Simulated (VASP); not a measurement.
# ZnCd2TeO2 (P4/mmm) in VASP: a series of runs

Runs on ZnCd2TeO2. Level: PBE. Tasks: single point.

Program: VASP 6.6.1. These are calculated values, not measurements. Logs are shortened: lines on timing, memory, paths and dates and some standing lists are left out, and cuts for length are marked.

**1. The cell of the first run**

The structure is tetragonal, space group P4/mmm (No. 123). Conventional cell: a = 3.289 Å, b = 3.289 Å, c = 10.890 Å, α = 90.00°, β = 90.00°, γ = 90.00°. Within 2.5 Å of Zn (site symmetry 4/mmm) lie 2 O at 1.85 Å. Within 3.3 Å of Cd (site symmetry 4mm) lie 4 O at 2.44 Å and 1 Te at 2.85 Å and 4 Cd at 3.29 Å. Te (site symmetry 4/mmm) has 2 Cd at 2.85 Å and 4 Te at 3.29 Å within 3.8 Å. Within 2.5 Å of O (site symmetry 4mm) lie 1 Zn at 1.85 Å and 4 Cd at 2.44 Å.

The cell was generated, and may not be a known phase.

**2. Single point, PBE**

INCAR reads:

```
  PREC = Accurate
  ENCUT = 520
  EDIFF = 1E-7
  ISMEAR = 0
  SIGMA = 0.1
  LREAL = False
  LASPH = True
  NELM = 100
  ALGO = Normal
  ISIF = 2
  LWAVE = False
  LCHARG = False
  GGA = PE
  NBANDS = 36
```

KPOINTS reads:

```
Automatic mesh
0
Gamma
  4 4 4
```

POSCAR reads:

```
ZnCd2TeO2
1.0
    3.2888800611      0.0000000000      0.0000000000
    0.0000000000      3.2888800611      0.0000000000
    0.0000000000      0.0000000000     10.8901463845
Zn Cd Te O
1 2 1 2
Direct
    0.0000000000      0.0000000000      0.5000000000
    0.5000000000      0.5000000000      0.7383755917
    0.5000000000      0.5000000000      0.2616244083
    0.5000000000      0.5000000000      0.0000000000
    0.0000000000      0.0000000000      0.6695967539
    0.0000000000      0.0000000000      0.3304032461
```

Potentials or basis: VASP PAW PBE potentials, release 64 (Zn, Cd, Te, O).

Started as:

```
> cat potpaw_PBE.64/Zn/POTCAR potpaw_PBE.64/Cd/POTCAR potpaw_PBE.64/Te/POTCAR potpaw_PBE.64/O/POTCAR > POTCAR
> mpirun -np 1 vasp_std > vasp.out
```

OUTCAR:

```text
PREC = Accurate
   ENCUT = 520
   EDIFF = 1E-7
   ISMEAR = 0
   LREAL = False
   LASPH = True
   NELM = 100
   ISIF = 2
   GGA = PE

 ion  position               nearest neighbor table
   1  0.000  0.000  0.500-   5 1.85   6 1.85
   2  0.500  0.500  0.738-   5 2.44   5 2.44   5 2.44   5 2.44   4 2.85
   3  0.500  0.500  0.262-   6 2.44   6 2.44   6 2.44   6 2.44   4 2.85
   4  0.500  0.500  0.000-   2 2.85   3 2.85
   5  0.000  0.000  0.670-   1 1.85   2 2.44   2 2.44   2 2.44   2 2.44
   6  0.000  0.000  0.330-   1 1.85   3 2.44   3 2.44   3 2.44   3 2.44

  LATTYP: Found a simple tetragonal cell.
 ALAT       =     3.2888800611
 C/A-ratio  =     3.3112020451

  Lattice vectors:

 A1 = (   3.2888800611,   0.0000000000,   0.0000000000)
 A2 = (   0.0000000000,   3.2888800611,   0.0000000000)
 A3 = (   0.0000000000,   0.0000000000,  10.8901463845)

Analysis of symmetry for initial positions (statically):
=====================================================================
 Subroutine PRICEL returns:
 Original cell was already a primitive cell.

 Routine SETGRP: Setting up the symmetry group for a
 simple tetragonal supercell.

 Subroutine GETGRP returns: Found 16 space group operations
 (whereof 16 operations were pure point group operations)
 out of a pool of 16 trial point group operations.

The static configuration has the point symmetry D_4h.

Analysis of symmetry for dynamics (positions and initial velocities):
=====================================================================
 Subroutine PRICEL returns:
 Original cell was already a primitive cell.

 Routine SETGRP: Setting up the symmetry group for a
 simple tetragonal supercell.

 Subroutine GETGRP returns: Found 16 space group operations
 (whereof 16 operations were pure point group operations)
 out of a pool of 16 trial point group operations.

The dynamic configuration has the point symmetry D_4h.

 Subroutine INISYM returns: Found 16 space group operations
 (whereof 16 operations are pure point group operations),
 and found     1 'primitive' translations

----------------------------------------------------------------------------------------

                                     Primitive cell

  volume of cell :     117.7958

  direct lattice vectors                    reciprocal lattice vectors
     3.288880061  0.000000000  0.000000000     0.304054870  0.000000000  0.000000000
     0.000000000  3.288880061  0.000000000     0.000000000  0.304054870  0.000000000
     0.000000000  0.000000000 10.890146384     0.000000000  0.000000000  0.091826130

  length of vectors
     3.288880061  3.288880061 10.890146384     0.304054870  0.304054870  0.091826130

  position of ions in fractional coordinates (direct lattice)
     0.000000000  0.000000000  0.500000000
     0.500000000  0.500000000  0.738375592
     0.500000000  0.500000000  0.261624408
     0.500000000  0.500000000  0.000000000
     0.000000000  0.000000000  0.669596754
     0.000000000  0.000000000  0.330403246

  ion indices of the primitive-cell ions
   primitive index   ion index
                 1           1
                 2           2
                 3           3
                 4           4
                 5           5
                 6           6

----------------------------------------------------------------------------------------

 KPOINTS: Automatic mesh

Automatic generation of k-mesh.
 Grid dimensions read from file:
 generate k-points for:    4    4    4

 Generating k-lattice:

  Cartesian coordinates                     Fractional coordinates (reciprocal lattice)
     0.076013718  0.000000000  0.000000000     0.250000000  0.000000000  0.000000000
     0.000000000  0.076013718  0.000000000     0.000000000  0.250000000  0.000000000
     0.000000000  0.000000000  0.022956533     0.000000000  0.000000000  0.250000000

  Length of vectors
     0.076013718  0.076013718  0.022956533

  Shift w.r.t. Gamma in fractional coordinates (k-lattice)
     0.000000000  0.000000000  0.000000000

 Subroutine IBZKPT returns following result:
 ===========================================

 Found     18 irreducible k-points:

 Following reciprocal coordinates:
            Coordinates               Weight
  0.000000  0.000000  0.000000      1.000000
  0.250000  0.000000  0.000000      4.000000
  0.500000  0.000000  0.000000      2.000000
  0.250000  0.250000  0.000000      4.000000
  0.500000  0.250000  0.000000      4.000000
  0.500000  0.500000  0.000000      1.000000
[... 10 lines left out ...]
  0.500000  0.250000  0.500000      4.000000
  0.500000  0.500000  0.500000      1.000000
   k-points           NKPTS =     18   k-points in BZ     NKDIM =     18   number of bands    NBANDS=     36
   number of dos      NEDOS =    301   number of ions     NIONS =      6
   total plane-waves  NPLWV =  48384
   dimension x,y,z NGX =    24 NGY =   24 NGZ =   84
   dimension x,y,z NGXF=    48 NGYF=   48 NGZF=  168
   ions per type =               1   2   1   2
   NGX,Y,Z   is equivalent  to a cutoff of  12.13, 12.13, 12.82 a.u.
   NGXF,Y,Z  is equivalent  to a cutoff of  24.26, 24.26, 25.65 a.u.
 SYSTEM =  unknown system
   PREC   = accura    normal or accurate (medium, high low for compatibility)
   ISTART =      0    job   : 0-new  1-cont  2-samecut
   ICHARG =      2    charge: 1-file 2-atom 10-const
   ISPIN  =      1    spin polarized calculation?
   LNONCOLLINEAR =      F non collinear calculations
   LSORBIT =      F    spin-orbit coupling
   LASPH  =      T    aspherical Exc in radial PAW
   ENCUT  =  520.0 eV  38.22 Ry    6.18 a.u.   6.12  6.12 20.25*2*pi/ulx,y,z
   NELM   =    100;   NELMIN=  2; NELMDL= -5     # of ELM steps
   EDIFF  = 0.1E-06   stopping-criterion for ELM
   LREAL  =      F    real-space projection
   EDIFFG = 0.1E-05   stopping-criterion for IOM
   NSW    =      0    number of steps for IOM
   IBRION =     -1    ionic relax: 0-MD 1-quasi-New 2-CG
   NFREE  =      0    steps in history (QN), initial steepest desc. (CG)
   ISIF   =      2    stress and relaxation
   ISYM   =      2    0-nonsym 1-usesym 2-fastsym
   POTIM  = 0.5000    time-step for ionic-motion
   TEBEG  =    0.0;   TEEND  =   0.0 temperature during run
   PSTRESS=    0.0 pullay stress
   NELECT =      54.0000    total number of electrons
   NUPDOWN=      -1.0000    fix difference up-down
   EMIN   =  10.00;   EMAX   =-10.00  energy-range for DOS
   EFERMI =   0.00;   METHOD = LEGACY
   ISMEAR =     0;   SIGMA  =   0.10  broadening in eV -4-tet -1-fermi 0-gaus
   EFERMI_NEDOS =   21; number of points for ismear=-14 and -15
   IALGO  =     38    algorithm
   IMIX   =      4    mixing-type and parameters
     AMIX     =   0.40;   BMIX     =  1.00
     AMIX_MAG =   1.60;   BMIX_MAG =  1.00
  volume/ion in A,a.u.               =      19.63       132.49
  Fermi-wavevector in a.u.,A,eV,Ry     =   1.262301  2.385402 21.679565  1.593403
  Thomas-Fermi vector in A             =   2.395716
   LORBIT       =      0    0 simple, 1 ext, 2 COOP (PROOUT), +10 PAW based schemes
   GGA     = PE    functional components
   LHFCALC =     F    Hartree Fock is set to
   AEXX    =    0.0000 exact exchange contribution
   IVDW    =     0    specifies the selected vdW correction
   LEPSILON=     F    determine dielectric tensor
   LRPA    =     F    only Hartree local field effects (RPA)
 non-spin polarized calculation
 Gauss-broadening in eV      SIGMA  =   0.10
  energy-cutoff  :      520.00
  volume of cell :      117.80
 maximum number of plane-waves:      3216
   NGX = 13   NGY = 13   NGZ = 41

 number of electron      53.9999953 magnetization

 Free energy of the ion-electron system (eV)
  ---------------------------------------------------
  ext. energy  EPLUGINS =         0.00000000
  ---------------------------------------------------
  free energy    TOTEN  =       -19.52151086 eV

  energy without entropy =      -19.51125221  energy(sigma->0) =      -19.51638153

 E-fermi :   3.5037     XC(G=0):  -9.9802

 val. band max:        3.4957283599   @ k =   0.2500   0.2500   0.0000
 cond. band min:       3.5238303276   @ k =   0.5000   0.0000   0.0000
 fundamental gap:      0.0281019677
 Fermi energy:         3.5036806684

 k-point     1 :       0.0000    0.0000    0.0000
  band No.  band energies     occupation
      1     -15.8641      2.00000
      2     -15.6060      2.00000
      3      -8.7047      2.00000
      4      -5.8397      2.00000
      5      -5.6817      2.00000
      6      -5.6713      2.00000
[... 28 lines left out ...]
     35      11.4803      0.00000
     36      11.4803      0.00000

 k-point     2 :       0.2500    0.0000    0.0000
  band No.  band energies     occupation
      1     -15.7366      2.00000
      2     -15.4786      2.00000
      3      -8.1331      2.00000
      4      -5.7627      2.00000
      5      -5.7331      2.00000
      6      -5.4573      2.00000
[... 28 lines left out ...]
     35      10.7030      0.00000
     36      11.3499      0.00000

 k-point     3 :       0.5000    0.0000    0.0000
  band No.  band energies     occupation
      1     -15.6035      2.00000
      2     -15.3456      2.00000
      3      -7.3505      2.00000
      4      -5.8007      2.00000
      5      -5.7245      2.00000
      6      -5.5340      2.00000
[... 28 lines left out ...]
     35      10.4503      0.00000
     36      11.1670      0.00000
[... 508 lines left out ...]
 k-point    17 :       0.5000    0.2500    0.5000
  band No.  band energies     occupation
      1     -15.5517      2.00000
      2     -15.2994      2.00000
      3      -6.8316      2.00000
      4      -5.7633      2.00000
      5      -5.7304      2.00000
      6      -5.5348      2.00000
[... 28 lines left out ...]
     35       9.5023      0.00000
     36       9.5147      0.00000

 k-point    18 :       0.5000    0.5000    0.5000
  band No.  band energies     occupation
      1     -15.4993      2.00000
      2     -15.2526      2.00000
      3      -6.2099      2.00000
      4      -5.6990      2.00000
      5      -5.6843      2.00000
      6      -5.6843      2.00000
[... 28 lines left out ...]
     35       8.2692      0.00000
     36       9.2713      0.00000

------------------------ aborting loop because EDIFF is reached ----------------------------------------

  FORCE on cell =-STRESS in cart. coord.  units (eV):
  Direction    XX          YY          ZZ          XY          YZ          ZX
  --------------------------------------------------------------------------------------
  -------------------------------------------------------------------------------------
  Total        0.2661109      0.2661109      0.8518975      0.0000000      0.0000000      0.0000000
  in kB        3.6194578      3.6194578     11.5869229      0.0000000      0.0000000      0.0000000
  external PRESSURE =       6.2752795 kB  Pullay stress =       0.0000000 kB

 VOLUME and BASIS-vectors are now :
 -----------------------------------------------------------------------------
  energy-cutoff  :      520.00
  volume of cell :      117.80
      direct lattice vectors                 reciprocal lattice vectors
     3.288880061  0.000000000  0.000000000     0.304054870  0.000000000  0.000000000
     0.000000000  3.288880061  0.000000000     0.000000000  0.304054870  0.000000000
     0.000000000  0.000000000 10.890146384     0.000000000  0.000000000  0.091826130

 POSITION                                       TOTAL-FORCE (eV/Angst)
 -----------------------------------------------------------------------------------
      0.00000      0.00000      5.44507        -0.000000      0.000000     -0.000000
      1.64444      1.64444      8.04102        -0.000000     -0.000000      0.043771
      1.64444      1.64444      2.84913        -0.000000      0.000000     -0.043771
      1.64444      1.64444      0.00000        -0.000000      0.000000     -0.000000
      0.00000      0.00000      7.29201         0.000000     -0.000000      0.113503
      0.00000      0.00000      3.59814        -0.000000      0.000000     -0.113503
 -----------------------------------------------------------------------------------
    total drift:                                0.000000     -0.000000      0.000000

  FREE ENERGIE OF THE ION-ELECTRON SYSTEM (eV)
  ---------------------------------------------------
  free  energy   TOTEN  =       -19.5215108639 eV

  energy  without entropy=      -19.5112522056  energy(sigma->0) =      -19.51638153
```

It took 1.7 min on 1 thread of AMD EPYC 7R43 (Zen 3), shared host; peak memory 0.22 GiB.

Results:

- Free energy: -19.5215 eV
- Pressure: 0.6 GPa
- Largest force: 0.114 eV/Å
- Band gap on the k mesh: zero (bands 27 and 28 overlap by 0.54 eV)

Forces on the atoms (eV/Å):
```
Zn   0.000  0.000  0.000
Cd   0.000  0.000  0.044
Cd   0.000  0.000 -0.044
Te   0.000  0.000  0.000
O    0.000  0.000  0.114
O    0.000  0.000 -0.114
```

Stress tensor (GPa, compression positive):
```
0.36 0.00 0.00
0.00 0.36 0.00
0.00 0.00 1.16
```

Caveat: the k points lie up to 0.48 Å⁻¹ apart, too coarse for converged energies and pressures of a metal; semilocal functionals underestimate gaps, and a narrow one can read as zero; spin-orbit coupling is left out, which moves the levels of the heavy elements.

**3. Single point, PBE**

This run uses another cell than the first one, of 19.94 Å³/atom.

INCAR reads:

```
PREC = Accurate
ENCUT = 520
EDIFF = 1E-6
ISMEAR = 0
SIGMA = 0.1
LREAL = F
LASPH = T
NELM = 80
ALGO = Normal
ISIF = 2
LWAVE = F
LCHARG = F
GGA = PE
NBANDS = 36
```

KPOINTS reads:

```
regular mesh
0
Gamma
  4 4 4
```

POSCAR reads:

```
ZnCd2TeO2
1.0
    4.2211915200      0.0000000000      0.0000000000
    0.0000000000      4.2211915200      0.0000000000
    0.0000000000      0.0000000000      6.7154136900
Zn Cd Te O
1 2 1 2
Direct
    0.0000000000      0.0000000000      0.5000000000
    0.5000000000      0.5000000000      0.7049196700
    0.5000000000      0.5000000000      0.2950803300
    0.5000000000      0.5000000000      0.0000000000
    0.0000000000      0.0000000000      0.7136236800
    0.0000000000      0.0000000000      0.2863763200
```

Potentials or basis: VASP PAW PBE potentials, release 64 (Zn, Cd, Te, O).

Started as:

```
> cat potpaw_PBE.64/Zn/POTCAR potpaw_PBE.64/Cd/POTCAR potpaw_PBE.64/Te/POTCAR potpaw_PBE.64/O/POTCAR > POTCAR
> mpirun -np 1 vasp_std > vasp.out
```

Run time: 2.2 min. Hardware: 1 thread of AMD EPYC 7R43 (Zen 3), shared host; peak memory 0.23 GiB.

The run converged. Its results:

```
Free energy            : -1.1973 eV
Pressure               : 62.6 GPa
Largest force          : 20.190 eV/Å
Band gap on the k mesh : zero (bands 27 and 28 overlap by 1.40 eV)
```

Forces in eV/Å, atoms in the order of the input:
```
Zn    0.000   0.000   0.000
Cd    0.000   0.000 -20.190
Cd    0.000   0.000  20.190
Te    0.000   0.000   0.000
O     0.000   0.000  19.524
O     0.000   0.000 -19.524
```

Stress tensor (GPa, compression positive):
```
 -0.84   0.00   0.00
  0.00  -0.84   0.00
  0.00   0.00 189.53
```

Levels at points of the mesh, in eV from the Fermi level:
| k point | band 25 | band 26 | band 27 | band 28 | band 29 | band 30 |
| --- | --- | --- | --- | --- | --- | --- |
| (0.00, 0.00, 0.00) | -0.59 | -0.52 | -0.02 | -0.02 | 5.94 | 6.07 |
| (0.50, 0.00, 0.00) | -0.41 | -0.36 | -0.27 | 0.06 | 3.81 | 4.02 |
| (0.50, 0.50, 0.00) | -1.05 | -1.05 | -0.90 | -0.90 | 3.56 | 3.56 |
| (0.00, 0.00, 0.50) | -1.08 | 0.50 | 0.50 | 0.73 | 2.71 | 5.08 |
| (0.50, 0.00, 0.50) | -0.74 | -0.41 | -0.09 | 0.00 | 2.13 | 4.29 |
| (0.50, 0.50, 0.50) | -2.30 | 0.12 | 0.12 | 0.12 | 3.07 | 3.07 |

Caveat: the k points lie up to 0.37 Å⁻¹ apart, too coarse for converged energies and pressures of a metal; spin-orbit coupling is left out, which moves the levels of the heavy elements; forces of over 1 eV/Å act on the atoms, so gaps and moduli don't describe the material at rest.

(Part 1 of 2 ends here.)

The gap in the log of VASP goes by the Fermi energy; the results here count the filled bands.